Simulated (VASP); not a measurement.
Write the native input for VASP 6.6.1 that does the following.

```yaml
Task: single point
Functional: PBE
Potentials_or_basis: VASP PAW PBE potentials, release 64 (W_sv, C)
Cutoff: 520 eV
k_mesh: 11 × 11 × 10
Occupations: fermi-dirac, width 0.1 eV
Spin: no spin polarisation
Dipole_correction: no
Further_INCAR_settings: ALGO = Normal; EDIFF = 1e-07; NBANDS = 16
```

The structure of WC (Qusongite) lies in POSCAR:

```
WC
1.0
    2.9820270534      0.0000000000      0.0000000000
   -1.4910135267      2.5825113512      0.0000000000
    0.0000000000      0.0000000000      2.9103106622
W C
1 1
Direct
    0.0000000000      0.0000000000      0.0000000000
    0.6666666667      0.3333333333      0.5000000000
```

These files were run (other wordings do the same):

INCAR

```
SYSTEM = WC
PREC = Accurate ; ENCUT = 520
EDIFF = 1E-7 ; ISMEAR = -1
SIGMA = 0.1 ; LREAL = .False.
LASPH = .True. ; NELM = 80
ALGO = Normal ; ISIF = 2
LWAVE = .False. ; LCHARG = .False.
GGA = PE ; NBANDS = 16
```

KPOINTS

```
regular mesh
0
Gamma
  11 11 10
  0 0 0
```

Potentials or basis: VASP PAW PBE potentials, release 64 (W_sv, C).

Run with:

```sh
$ cat potpaw_PBE.64/W_sv/POTCAR potpaw_PBE.64/C/POTCAR > POTCAR
$ mpirun -np 1 vasp_std > vasp.out
```

It gave:

```yaml
Pressure: -20.4 GPa
Band_gap_on_the_k_mesh: zero (band 9 reaches 10.64 eV, above the bottom of band 10 at 9.50 eV)
```

Caveat: spin-orbit coupling is left out, which moves the levels of the heavy elements.

Run time: 11 s on 1 thread of Intel(R) Xeon(R) 6975P-C (Granite Rapids), with other jobs on the host, peak memory 0.16 GiB.
